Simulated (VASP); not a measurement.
## Na: single point with PBEsol

Crystal: Na.

```xyz
1
Lattice="-1.6542 1.6542 1.6542 1.6542 -1.6542 1.6542 1.6542 1.6542 -1.6542" Properties=species:S:1:pos:R:3 pbc="T T T"
Na    0.0000    0.0000    0.0000
```

```json
{"Program": "VASP 6.6.1", "Task": "single point", "Functional": "PBEsol", "Potentials or basis": "VASP PAW PBE potentials, release 64 (Na_pv)", "Cutoff": "520 eV", "k mesh": "9 × 9 × 9", "Occupations": "fermi-dirac, width 0.05 eV", "Spin": "no spin polarisation"}
```

```json
{"Pressure": "19.4 GPa"}
```

Levels at points of the mesh, in eV from the Fermi level:
```csv
k point,band 1,band 2,band 3,band 4,band 5,band 6
"(0.00, 0.00, 0.00)",-24.70,-24.70,-24.70,-5.14,17.14,17.14
```

It took 5.8 s on 1 thread of Intel(R) Xeon(R) Platinum 8259CL CPU @ 2.50GHz (Skylake/Cascade Lake), on a shared host, peak memory 0.12 GiB.

Caveat: the PAW data sets were made with another functional, which shifts forces and pressure a little.
